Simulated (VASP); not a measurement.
# Ir (Fd-3m) in VASP: a series of runs

The runs below take Ir through single point, with PBEsol.

All numbers are computed with VASP 6.6.1; they aren't measurements. Logs are shortened: lines on timing, memory, paths and dates and some standing lists are left out, and cuts for length are marked.

**1. The cell of the first run**

The structure is cubic, space group Fd-3m (No. 227). The conventional cell has a = 5.003 Å, b = 5.003 Å, c = 5.003 Å, α = 90.00°, β = 90.00°, γ = 90.00°. Within 2.9 Å of Ir (site symmetry -43m) lie 4 Ir at 2.17 Å.

**2. Single point, PBEsol**

The input, INCAR:

```
SYSTEM = Ir
ALGO = Normal
EDIFF = 1E-7
ENCUT = 520
GGA = PS
ISIF = 2
ISMEAR = -1
LASPH = .True.
LCHARG = .False.
LREAL = .False.
LWAVE = .False.
NBANDS = 16
NELM = 80
PREC = Accurate
SIGMA = 0.05
```

The input, KPOINTS:

```
k-points
0
Gamma
  13 13 13
  0 0 0
```

The input, POSCAR:

```
Ir
1.0
    0.0000000000      2.5014726914      2.5014726914
    2.5014726914      0.0000000000      2.5014726914
    2.5014726914      2.5014726914      0.0000000000
Ir
2
Direct
   -0.1250000000     -0.1250000000     -0.1250000000
    0.1250000000      0.1250000000      0.1250000000
```

Potentials or basis: VASP PAW PBE potentials, release 64 (Ir).

Started as:

```
$ cat potpaw_PBE.64/Ir/POTCAR > POTCAR
$ mpirun -np 1 vasp_std > vasp.out
```

OUTCAR:

```text
SYSTEM = Ir
   EDIFF = 1E-7
   ENCUT = 520
   GGA = PS
   ISIF = 2
   ISMEAR = -1
   LASPH = .True.
   LREAL = .False.
   NELM = 80
   PREC = Accurate

 ion  position               nearest neighbor table
   1  0.875  0.875  0.875-   2 2.17   2 2.17   2 2.17   2 2.17
   2  0.125  0.125  0.125-   1 2.17   1 2.17   1 2.17   1 2.17

  LATTYP: Found a face centered cubic cell.
 ALAT       =     5.0029453828

  Lattice vectors:

 A1 = (   0.0000000000,   2.5014726914,   2.5014726914)
 A2 = (   2.5014726914,   0.0000000000,   2.5014726914)
 A3 = (   2.5014726914,   2.5014726914,   0.0000000000)

Analysis of symmetry for initial positions (statically):
=====================================================================
 Subroutine PRICEL returns:
 Original cell was already a primitive cell.

 Routine SETGRP: Setting up the symmetry group for a
 face centered cubic supercell.

 Subroutine GETGRP returns: Found 48 space group operations
 (whereof 12 operations were pure point group operations)
 out of a pool of 48 trial point group operations.

The static configuration has the point symmetry D_3d.
 The point group associated with its full space group is O_h .

Analysis of symmetry for dynamics (positions and initial velocities):
=====================================================================
 Subroutine PRICEL returns:
 Original cell was already a primitive cell.

 Routine SETGRP: Setting up the symmetry group for a
 face centered cubic supercell.

 Subroutine GETGRP returns: Found 48 space group operations
 (whereof 12 operations were pure point group operations)
 out of a pool of 48 trial point group operations.

The dynamic configuration has the point symmetry D_3d.
 The point group associated with its full space group is O_h .

 Subroutine INISYM returns: Found 48 space group operations
 (whereof 12 operations are pure point group operations),
 and found     1 'primitive' translations

----------------------------------------------------------------------------------------

                                     Primitive cell

  volume of cell :      31.3053

  direct lattice vectors                    reciprocal lattice vectors
     0.000000000  2.501472691  2.501472691    -0.199882254  0.199882254  0.199882254
     2.501472691  0.000000000  2.501472691     0.199882254 -0.199882254  0.199882254
     2.501472691  2.501472691  0.000000000     0.199882254  0.199882254 -0.199882254

  length of vectors
     3.537616606  3.537616606  3.537616606     0.346206220  0.346206220  0.346206220

  position of ions in fractional coordinates (direct lattice)
     0.875000000  0.875000000  0.875000000
     0.125000000  0.125000000  0.125000000

  ion indices of the primitive-cell ions
   primitive index   ion index
                 1           1
                 2           2

----------------------------------------------------------------------------------------

 KPOINTS: k-points

Automatic generation of k-mesh.
 Grid dimensions read from file:
 generate k-points for:   13   13   13

 Generating k-lattice:

  Cartesian coordinates                     Fractional coordinates (reciprocal lattice)
    -0.015375558  0.015375558  0.015375558     0.076923077  0.000000000  0.000000000
     0.015375558 -0.015375558  0.015375558     0.000000000  0.076923077  0.000000000
     0.015375558  0.015375558 -0.015375558     0.000000000  0.000000000  0.076923077

  Length of vectors
     0.026631248  0.026631248  0.026631248

  Shift w.r.t. Gamma in fractional coordinates (k-lattice)
     0.000000000  0.000000000  0.000000000

 Subroutine IBZKPT returns following result:
 ===========================================

 Found     84 irreducible k-points:

 Following reciprocal coordinates:
            Coordinates               Weight
  0.000000  0.000000  0.000000      1.000000
  0.076923  0.000000  0.000000      8.000000
  0.153846  0.000000  0.000000      8.000000
  0.230769  0.000000  0.000000      8.000000
  0.307692  0.000000  0.000000      8.000000
  0.384615  0.000000  0.000000      8.000000
[... 16 lines left out ...]
  0.384615  0.153846  0.000000     24.000000
  0.461538  0.153846  0.000000     24.000000
 [... further k-points ...]
   k-points           NKPTS =     84   k-points in BZ     NKDIM =     84   number of bands    NBANDS=     16
   number of dos      NEDOS =    301   number of ions     NIONS =      2
   total plane-waves  NPLWV =  21952
   dimension x,y,z NGX =    28 NGY =   28 NGZ =   28
   dimension x,y,z NGXF=    56 NGYF=   56 NGZF=   56
   ions per type =               2
   NGX,Y,Z   is equivalent  to a cutoff of  13.16, 13.16, 13.16 a.u.
   NGXF,Y,Z  is equivalent  to a cutoff of  26.32, 26.32, 26.32 a.u.
 SYSTEM =  Ir
   PREC   = accura    normal or accurate (medium, high low for compatibility)
   ISTART =      0    job   : 0-new  1-cont  2-samecut
   ICHARG =      2    charge: 1-file 2-atom 10-const
   ISPIN  =      1    spin polarized calculation?
   LNONCOLLINEAR =      F non collinear calculations
   LSORBIT =      F    spin-orbit coupling
   LASPH  =      T    aspherical Exc in radial PAW
   ENCUT  =  520.0 eV  38.22 Ry    6.18 a.u.   6.58  6.58  6.58*2*pi/ulx,y,z
   NELM   =     80;   NELMIN=  2; NELMDL= -5     # of ELM steps
   EDIFF  = 0.1E-06   stopping-criterion for ELM
   LREAL  =      F    real-space projection
   EDIFFG = 0.1E-05   stopping-criterion for IOM
   NSW    =      0    number of steps for IOM
   IBRION =     -1    ionic relax: 0-MD 1-quasi-New 2-CG
   NFREE  =      0    steps in history (QN), initial steepest desc. (CG)
   ISIF   =      2    stress and relaxation
   ISYM   =      2    0-nonsym 1-usesym 2-fastsym
   POTIM  = 0.5000    time-step for ionic-motion
   TEBEG  =    0.0;   TEEND  =   0.0 temperature during run
   PSTRESS=    0.0 pullay stress
   NELECT =      18.0000    total number of electrons
   NUPDOWN=      -1.0000    fix difference up-down
   EMIN   =  10.00;   EMAX   =-10.00  energy-range for DOS
   EFERMI =   0.00;   METHOD = LEGACY
   ISMEAR =    -1;   SIGMA  =   0.05  broadening in eV -4-tet -1-fermi 0-gaus
   EFERMI_NEDOS =   21; number of points for ismear=-14 and -15
   IALGO  =     38    algorithm
   IMIX   =      4    mixing-type and parameters
     AMIX     =   0.40;   BMIX     =  1.00
     AMIX_MAG =   1.60;   BMIX_MAG =  1.00
  volume/ion in A,a.u.               =      15.65       105.63
  Fermi-wavevector in a.u.,A,eV,Ry     =   1.361319  2.572520 25.214172  1.853189
  Thomas-Fermi vector in A             =   2.487905
   LORBIT       =      0    0 simple, 1 ext, 2 COOP (PROOUT), +10 PAW based schemes
   GGA     = PS    functional components
   LHFCALC =     F    Hartree Fock is set to
   AEXX    =    0.0000 exact exchange contribution
   IVDW    =     0    specifies the selected vdW correction
   LEPSILON=     F    determine dielectric tensor
   LRPA    =     F    only Hartree local field effects (RPA)
 non-spin polarized calculation
  energy-cutoff  :      520.00
  volume of cell :       31.31
 maximum number of plane-waves:       877
   NGX = 13   NGY = 13   NGZ = 13

 number of electron      17.9999998 magnetization

 Free energy of the ion-electron system (eV)
  ---------------------------------------------------
  ext. energy  EPLUGINS =         0.00000000
  ---------------------------------------------------
  free energy    TOTEN  =       -14.46732377 eV

  energy without entropy =      -14.45756403  energy(sigma->0) =      -14.46244390

 E-fermi :   9.4750     XC(G=0): -13.0846

 val. band max:        9.4736408793   @ k =   0.3846   0.3846   0.0000
 cond. band min:       9.5052548063   @ k =  -0.3077   0.2308   0.0769
 fundamental gap:      0.0316139270
 Fermi energy:         9.4749685968

 k-point     1 :       0.0000    0.0000    0.0000
  band No.  band energies     occupation
      1      -1.1100      2.00000
      2       1.7504      2.00000
      3       1.7504      2.00000
      4       2.9413      2.00000
      5       2.9413      2.00000
      6       2.9413      2.00000
[... 8 lines left out ...]
     15      22.5437      0.00000
     16      22.5437      0.00000

 k-point     2 :       0.0769    0.0000    0.0000
  band No.  band energies     occupation
      1      -0.9645      2.00000
      2       1.6749      2.00000
      3       1.6749      2.00000
      4       2.9159      2.00000
      5       3.0756      2.00000
      6       3.0756      2.00000
[... 8 lines left out ...]
     15      22.6074      0.00000
     16      23.3502      0.00000

 k-point     3 :       0.1538    0.0000    0.0000
  band No.  band energies     occupation
      1      -0.5477      2.00000
      2       1.5557      2.00000
      3       1.5557      2.00000
      4       2.8504      2.00000
      5       3.3266      2.00000
      6       3.3266      2.00000
[... 8 lines left out ...]
     15      22.7501      0.00000
     16      23.8723      0.00000

 k-point     4 :       0.2308    0.0000    0.0000
  band No.  band energies     occupation
      1       0.0718      2.00000
      2       1.5147      2.00000
      3       1.5147      2.00000
      4       2.7651      2.00000
      5       3.4554      2.00000
      6       3.4554      2.00000
[... 8 lines left out ...]
     15      22.6448      0.00000
     16      24.2079      0.00000
[... 324 lines left out ...]
 k-point    22 :       0.3077    0.1538    0.0000
  band No.  band energies     occupation
      1       0.7899      2.00000
      2       0.8425      2.00000
      3       2.3815      2.00000
      4       2.5995      2.00000
      5       2.8862      2.00000
      6       4.2549      2.00000
[... 8 lines left out ...]
     15      21.3091      0.00000
     16      23.3803      0.00000

 k-point    23 :       0.3846    0.1538    0.0000
  band No.  band energies     occupation
      1       0.9084      2.00000
      2       1.3542      2.00000
      3       2.4342      2.00000
      4       2.5408      2.00000
      5       2.7096      2.00000
      6       4.0947      2.00000
[... 8 lines left out ...]
     15      20.6534      0.00000
     16      24.2044      0.00000

 k-point    24 :       0.4615    0.1538    0.0000
  band No.  band energies     occupation
      1       1.0221      2.00000
      2       1.6505      2.00000
      3       2.3124      2.00000
      4       2.4409      2.00000
      5       2.8876      2.00000
      6       3.8369      2.00000
[... 8 lines left out ...]
     15      20.4209      0.00000
     16      25.1771      0.00000

 [... further k-points ...]
[... 5 lines left out ...]
  --------------------------------------------------------------------------------------
  -------------------------------------------------------------------------------------
  Total       21.8257068     21.8257068     21.8257068     -0.0000000     -0.0000000     -0.0000000
  in kB     1117.0216862   1117.0216862   1117.0216862     -0.0000000     -0.0000000     -0.0000000
  external PRESSURE =    1117.0216862 kB  Pullay stress =       0.0000000 kB

 VOLUME and BASIS-vectors are now :
 -----------------------------------------------------------------------------
  energy-cutoff  :      520.00
  volume of cell :       31.31
      direct lattice vectors                 reciprocal lattice vectors
     0.000000000  2.501472691  2.501472691    -0.199882254  0.199882254  0.199882254
     2.501472691  0.000000000  2.501472691     0.199882254 -0.199882254  0.199882254
     2.501472691  2.501472691  0.000000000     0.199882254  0.199882254 -0.199882254

 POSITION                                       TOTAL-FORCE (eV/Angst)
 -----------------------------------------------------------------------------------
      4.37758      4.37758      4.37758         0.000000     -0.000000     -0.000000
      0.62537      0.62537      0.62537        -0.000000      0.000000      0.000000
 -----------------------------------------------------------------------------------
    total drift:                                0.000000     -0.000000     -0.000000

  FREE ENERGIE OF THE ION-ELECTRON SYSTEM (eV)
  ---------------------------------------------------
  free  energy   TOTEN  =       -14.4673237674 eV

  energy  without entropy=      -14.4575640329  energy(sigma->0) =      -14.46244390
```

Wall time 61 s (1 thread of AMD EPYC 7R13, shared host); peak memory 0.15 GiB.

What came out:

* Free energy: -14.4673 eV
* Pressure: 111.7 GPa
* Band gap on the k mesh: zero (band 9 reaches 11.10 eV, above the bottom of band 10 at 8.52 eV)

Caveat: the PAW data sets were made with another functional, which shifts forces and pressure a little; spin-orbit coupling is left out, which moves the levels of the heavy elements.

**3. Single point, PBEsol**

The input, INCAR:

```
  PREC = Accurate
  ENCUT = 520
  EDIFF = 1E-7
  ISMEAR = -1
  SIGMA = 0.025
  LREAL = False
  LASPH = True
  NELM = 100
  ALGO = Normal
  ISIF = 2
  LWAVE = False
  LCHARG = False
  GGA = PS
  NBANDS = 16
```

The input, KPOINTS:

```
regular mesh
0
Gamma
  13 13 13
```

POSCAR is that of step 2.

Potentials or basis: VASP PAW PBE potentials, release 64 (Ir).

Started as:

```
$ cat potpaw_PBE.64/Ir/POTCAR > POTCAR
$ mpirun -np 1 vasp_std > vasp.out
```

Run time: 70 s. Hardware: 1 thread of AMD EPYC 7R13, shared host; peak memory 0.15 GiB.

Results (log left out):

```yaml
Free_energy: -14.4637 eV
Pressure: 111.7 GPa
Band_gap_on_the_k_mesh: zero (band 9 reaches 11.09 eV, above the bottom of band 10 at 8.52 eV)
```

Levels at points of the mesh, in eV from the Fermi level:
```tsv
k point	band 6	band 7	band 8	band 9	band 10	band 11	band 12	band 13
(0.00, 0.00, 0.00)	-6.54	-2.52	-2.52	-2.52	1.72	1.72	11.61	12.45
```

Caveat: the PAW data sets were made with another functional, which shifts forces and pressure a little; spin-orbit coupling is left out, which moves the levels of the heavy elements.
